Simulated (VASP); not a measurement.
Input of a VASP 6.6.1 run:

The input INCAR:

```
PREC = Accurate
ENCUT = 520
EDIFF = 1E-6
ISMEAR = 0
SIGMA = 0.02
LREAL = False
LASPH = True
NELM = 60
ALGO = Normal
ISIF = 2
LWAVE = False
LCHARG = False
GGA = PE
NBANDS = 66
```

File KPOINTS:

```
regular mesh
0
Gamma
  6 6 4
```

The input POSCAR:

```
Cd3SeS2
1.0
    6.2566668982     -3.6108345861      0.0000000000
    6.2566668982      3.6108345861      0.0000000000
    0.0000000000      0.0000000000      6.7941006148
Cd Se S
6 2 4
Direct
    0.4898184295      0.1664799857      0.1297900201
    0.5101815705      0.8335200143      0.6297900201
    0.8226739324      0.1773260676      0.6135011826
    0.1773260676      0.8226739324      0.1135011826
    0.8335200143      0.5101815705      0.1297900201
    0.1664799857      0.4898184295      0.6297900201
    0.8302007004      0.1697992996      1.0003042072
    0.1697992996      0.8302007004      0.5003042072
    0.4964259556      0.1666833661      0.5008072850
    0.5035740444      0.8333166339      0.0008072850
    0.8333166339      0.5035740444      0.5008072850
    0.1666833661      0.4964259556      0.0008072850
```

Potentials or basis: VASP PAW PBE potentials, release 64 (Cd, Se, S).

Command:

```sh
$ cat potpaw_PBE.64/Cd/POTCAR potpaw_PBE.64/Se/POTCAR potpaw_PBE.64/S/POTCAR > POTCAR
$ mpirun -np 1 vasp_std > vasp.out
```

Question: Estimate the largest force.

Answer: 0.008 eV/Å.

Question: Predict the pressure.

Answer: 3.9 GPa.

Question: Predict the band gap on the k mesh.

Answer: 1.06 eV.

Forces on the atoms (eV/Å):
```
Cd   0.001 -0.001  0.008
Cd  -0.001  0.001  0.008
Cd   0.000  0.003 -0.004
Cd   0.000 -0.003 -0.004
Cd  -0.001 -0.001  0.008
Cd   0.001  0.001  0.008
Se   0.000  0.004 -0.002
Se   0.000 -0.004 -0.002
S    0.000  0.001 -0.005
S    0.000 -0.001 -0.005
S    0.000  0.001 -0.005
S    0.000 -0.001 -0.005
```

Caveat: the cell stands under pressure.
